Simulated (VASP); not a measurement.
# Be (P6_3/mmc) in VASP: elastic constants with PBEsol

Aim: the elastic constants of Be with PBEsol.

Everything below comes from runs of VASP 6.6.1. Logs are shortened: lines on timing, memory, paths and dates and some standing lists are left out, and cuts for length are marked.

## 1. The cell of the first run

It takes space group P6_3/mmc (No. 194, hexagonal). Conventional cell: a = 2.216 Å, b = 2.216 Å, c = 3.499 Å, α = 90.00°, β = 90.00°, γ = 120.00°. Within 2.9 Å of Be (site symmetry -6m2) lie 12 Be at 2.17 to 2.22 Å.

## 2. Elastic constants, PBEsol

INCAR

```
SYSTEM = Be
PREC     = Accurate       ! precision mode
ENCUT    = 600            ! plane-wave cutoff, eV
EDIFF    = 1E-8           ! SCF threshold, eV
ISMEAR   = -1             ! smearing method
SIGMA    = 0.1            ! smearing width, eV
LREAL    = .False.        ! projectors in reciprocal space
LASPH    = .True.         ! aspherical terms in the spheres
NELM     = 120            ! most SCF steps
ALGO     = Normal         ! electronic algorithm
ISIF     = 3              ! what is computed and relaxed
LWAVE    = .False.        ! write WAVECAR
LCHARG   = .False.        ! write CHGCAR
GGA      = PS             ! functional
NBANDS   = 9              ! bands
IBRION   = 6              ! ionic algorithm
NFREE    = 2            
POTIM    = 0.015          ! step
NSW      = 1              ! ionic steps
GGA_COMPAT= .False.
```

KPOINTS

```
Automatic mesh
0
Gamma
  24 24 14
  0 0 0
```

POSCAR

```
Be
1.0
    2.2163488714      0.0000000000      0.0000000000
   -1.1081744357      1.9194144263      0.0000000000
    0.0000000000      0.0000000000      3.4990011152
Be
2
Direct
    0.3333333333      0.6666666667      0.2500000000
    0.6666666667      0.3333333333      0.7500000000
```

Potentials or basis: VASP PAW PBE potentials, release 64 (Be).

Started as:

```sh
$ cat potpaw_PBE.64/Be/POTCAR > POTCAR
$ mpirun -np 1 vasp_std > vasp.out
```

OUTCAR:

```text
SYSTEM = Be
   PREC = Accurate
   ENCUT = 600
   EDIFF = 1E-8
   ISMEAR = -1
   LREAL = .False.
   LASPH = .True.
   NELM = 120
   ISIF = 3
   GGA = PS
   IBRION = 6
   NFREE = 2
   POTIM = 0.015
   NSW = 1

 ion  position               nearest neighbor table
   1  0.333  0.667  0.250-   2 2.17   2 2.17   2 2.17   2 2.17   2 2.17   2 2.17
   2  0.667  0.333  0.750-   1 2.17   1 2.17   1 2.17   1 2.17   1 2.17   1 2.17

  LATTYP: Found a hexagonal cell.
 ALAT       =     2.2163488714
 C/A-ratio  =     1.5787230794

  Lattice vectors:

 A1 = (   2.2163488714,   0.0000000000,   0.0000000000)
 A2 = (  -1.1081744357,   1.9194144263,   0.0000000000)
 A3 = (   0.0000000000,   0.0000000000,   3.4990011152)

Analysis of symmetry for initial positions (statically):
=====================================================================
 Subroutine PRICEL returns:
 Original cell was already a primitive cell.

 Routine SETGRP: Setting up the symmetry group for a
 hexagonal supercell.

 Subroutine GETGRP returns: Found 24 space group operations
 (whereof 12 operations were pure point group operations)
 out of a pool of 24 trial point group operations.

The static configuration has the point symmetry D_3d.
 The point group associated with its full space group is D_6h.

Analysis of symmetry for dynamics (positions and initial velocities):
=====================================================================
 Subroutine PRICEL returns:
 Original cell was already a primitive cell.

 Routine SETGRP: Setting up the symmetry group for a
 hexagonal supercell.

 Subroutine GETGRP returns: Found 24 space group operations
 (whereof 12 operations were pure point group operations)
 out of a pool of 24 trial point group operations.

The dynamic configuration has the point symmetry D_3d.
 The point group associated with its full space group is D_6h.

 Subroutine INISYM returns: Found 24 space group operations
 (whereof 12 operations are pure point group operations),
 and found     1 'primitive' translations

----------------------------------------------------------------------------------------

                                     Primitive cell

  volume of cell :      14.8851

  direct lattice vectors                    reciprocal lattice vectors
     2.216348871  0.000000000  0.000000000     0.451192505  0.260496114  0.000000000
    -1.108174436  1.919414426  0.000000000     0.000000000  0.520992229  0.000000000
     0.000000000  0.000000000  3.499001115     0.000000000  0.000000000  0.285795851

  length of vectors
     2.216348871  2.216348871  3.499001115     0.520992229  0.520992229  0.285795851

  position of ions in fractional coordinates (direct lattice)
     0.333333333  0.666666667  0.250000000
     0.666666667  0.333333333  0.750000000

  ion indices of the primitive-cell ions
   primitive index   ion index
                 1           1
                 2           2

----------------------------------------------------------------------------------------

 KPOINTS: Automatic mesh

Automatic generation of k-mesh.
 Grid dimensions read from file:
 generate k-points for:   24   24   14

 Generating k-lattice:

  Cartesian coordinates                     Fractional coordinates (reciprocal lattice)
[... 116 lines left out ...]
  -------------------------------------------------------------------------------------
  Total        0.6866219      0.6866219      0.6928362      0.0000000      0.0000000     -0.0000000
  in kB       73.9055890     73.9055890     74.5744787      0.0000000      0.0000000     -0.0000000
  external PRESSURE =      74.1285522 kB  Pullay stress =       0.0000000 kB
[... 89 lines left out ...]
  FREE ENERGIE OF THE ION-ELECTRON SYSTEM (eV)
  ---------------------------------------------------
  free  energy   TOTEN  =        -7.9648490215 eV

  energy  without entropy=       -7.9596942886  energy(sigma->0) =       -7.96227166

[... ionic steps 4 to 14 ...]

--------------------------------------- Ionic step       15  -------------------------------------------

 number of electron       4.0000000 magnetization

------------------------ aborting loop because EDIFF is reached ----------------------------------------
[... 67 lines left out ...]
--------------------------------------- Ionic step       17  -------------------------------------------

 number of electron       4.0000000 magnetization

 Free energy of the ion-electron system (eV)
  ---------------------------------------------------
  ext. energy  EPLUGINS =         0.00000000
  ---------------------------------------------------
  free energy    TOTEN  =        -7.97789820 eV

  energy without entropy =       -7.97245203  energy(sigma->0) =       -7.97517512

 E-fermi :   7.5018     XC(G=0): -10.8080

 val. band max:        7.4864761180   @ k =   0.2917   0.2917   0.0000
 cond. band min:       7.5372259920   @ k =   0.2917   0.2500   0.0000
 fundamental gap:      0.0507498740
 Fermi energy:         7.5017511445

 k-point     1 :       0.0000    0.0000    0.0000
  band No.  band energies     occupation
      1      -4.1567      2.00000
      2       2.8126      2.00000
      3       8.8122      0.00000
      4      24.3393      0.00000
      5      24.3393      0.00000
      6      27.2947      0.00000
      7      27.2947      0.00000
      8      29.4377      0.00000
      9      35.6790      0.00000
[... 265 lines left out ...]
 k-point    24 :       0.4583    0.0417    0.0000
  band No.  band energies     occupation
      1       2.1684      2.00000
      2       4.5453      2.00000
      3      11.1419      0.00000
      4      14.4707      0.00000
      5      14.6011      0.00000
      6      16.3098      0.00000
      7      19.1666      0.00000
      8      25.2144      0.00000
      9      28.6354      0.00000

 [... further k-points ...]

------------------------ aborting loop because EDIFF is reached ----------------------------------------

  FORCE on cell =-STRESS in cart. coord.  units (eV):
  Direction    XX          YY          ZZ          XY          YZ          ZX
  --------------------------------------------------------------------------------------
  -------------------------------------------------------------------------------------
  Total        0.6877386      0.6877386      0.6970639      0.0000000      0.0000000     -0.0000000
  in kB       74.0257857     74.0257857     75.0295303      0.0000000      0.0000000     -0.0000000
  external PRESSURE =      74.3603672 kB  Pullay stress =       0.0000000 kB
[... 17 lines left out ...]
  FREE ENERGIE OF THE ION-ELECTRON SYSTEM (eV)
  ---------------------------------------------------
  free  energy   TOTEN  =        -7.9778981999 eV

  energy  without entropy=       -7.9724520340  energy(sigma->0) =       -7.97517512

 INTERNAL STRAIN TENSORS FROM STRAINED CELLS
 ============================================

 INTERNAL STRAIN TENSOR FOR ION    1 for displacements in x,y,z  (eV/Angst):
          X           Y           Z          XY          YZ          ZX
  --------------------------------------------------------------------------------
  x     0.00000    -0.00000     0.00000    -3.04112     0.00000     0.00000
  y    -3.03975     3.04086     0.00000    -0.00000    -0.00001     0.00001
  z     0.00000     0.00000     0.00000     0.00000     0.00026    -0.00000

 INTERNAL STRAIN TENSORS FROM DISPLACED ATOMS
 ============================================

 INTERNAL STRAIN TENSOR FOR ION    1 for displacements in x,y,z  (eV/Angst):
          X           Y           Z          XY          YZ          ZX
  --------------------------------------------------------------------------------
  x     0.00000     0.00000     0.00000    -3.08304     0.00000     0.00000
  y    -3.08304     3.08304     0.00000     0.00000     0.00000     0.00000
  z    -0.00000     0.00000     0.00000     0.00000     0.00000     0.00000

 INTERNAL STRAIN TENSOR FOR ION    2 for displacements in x,y,z  (eV/Angst):
          X           Y           Z          XY          YZ          ZX
  --------------------------------------------------------------------------------
  x     0.00000     0.00000     0.00000     3.08304     0.00000     0.00000
  y     3.08304    -3.08304     0.00000    -0.00000     0.00000     0.00000
  z     0.00000    -0.00000     0.00000     0.00000     0.00000     0.00000

 Eigenvectors and eigenvalues of the dynamical matrix
 ----------------------------------------------------

   1 f  =   22.624141 THz   142.151671 2PiTHz  754.660115 cm-1    93.565887 meV
             X         Y         Z           dx          dy          dz
     -0.000000  1.279610  0.874750    -0.000000    0.000000   -0.707107
      1.108174  0.639805  2.624251     0.000000    0.000000    0.707107
[... 16 lines left out ...]
   5 f  =    0.000000 THz     0.000000 2PiTHz    0.000000 cm-1     0.000000 meV
             X         Y         Z           dx          dy          dz
     -0.000000  1.279610  0.874750     0.000000    0.000000    0.707107
      1.108174  0.639805  2.624251    -0.000000    0.000000    0.707107

   6 f/i=    0.000000 THz     0.000000 2PiTHz    0.000000 cm-1     0.000000 meV
             X         Y         Z           dx          dy          dz
     -0.000000  1.279610  0.874750    -0.707107   -0.000000   -0.000000
      1.108174  0.639805  2.624251    -0.707107   -0.000000    0.000000

--------------------------------------------------------------------------------------------------------

 ELASTIC MODULI CONTR FROM IONIC RELAXATION (kBar)
 Direction    XX          YY          ZZ          XY          YZ          ZX
 --------------------------------------------------------------------------------
 XX        -260.2943    260.2943      0.0000     -0.0000      0.0000      0.0000
 YY         260.2943   -260.2943      0.0000      0.0000      0.0000      0.0000
 ZZ           0.0000      0.0000      0.0000      0.0000      0.0000      0.0000
 XY          -0.0000      0.0000      0.0000   -260.2943      0.0000      0.0000
 YZ           0.0000      0.0000      0.0000      0.0000      0.0000      0.0000
 ZX           0.0000      0.0000      0.0000      0.0000      0.0000      0.0000
 --------------------------------------------------------------------------------

 TOTAL ELASTIC MODULI (kBar)
 Direction    XX          YY          ZZ          XY          YZ          ZX
 --------------------------------------------------------------------------------
 XX        3231.1750    681.5242    131.3593     -0.0000      0.0000      0.0000
 YY         681.5242   3231.1750    131.3593      0.0000     -0.0000      0.0000
 ZZ         131.3593    131.3593   4299.1181      0.0000      0.0000      0.0000
 XY          -0.0000      0.0000      0.0000   1274.8254     -0.0000      0.0000
 YZ          -0.0000     -0.0000      0.0000     -0.0000   1828.3186      0.0000
 ZX           0.0000     -0.0000      0.0000      0.0000      0.0000   1828.3186
 --------------------------------------------------------------------------------
```

Wall time 15 min (1 thread of Intel Xeon 6975P-C (Granite Rapids), shared host); peak memory 0.69 GiB.

What came out:

```
Voigt bulk modulus            : 141 GPa
Highest phonon frequency at Γ : 755 cm⁻¹
```

Phonon frequencies in cm⁻¹ (negative: imaginary):
```
              q point        frequencies
(0.000, 0.000, 0.000)  0 0 0 487 487 755
```

Elastic tensor in Voigt notation (GPa, in the Cartesian axes of the cell as first typed):
```
323  68  13   0   0   0
 68 323  13   0   0   0
 13  13 430   0   0   0
  0   0   0 183   0   0
  0   0   0   0 183   0
  0   0   0   0   0 127
```

Clamped-ion elastic tensor (GPa):
```
349  42  13   0   0   0
 42 349  13   0   0   0
 13  13 430   0   0   0
  0   0   0 183   0   0
  0   0   0   0 183   0
  0   0   0   0   0 154
```

Caveat: the cell is under stress, which shifts elastic constants; the PAW data sets were made with another functional, which shifts forces and pressure a little.
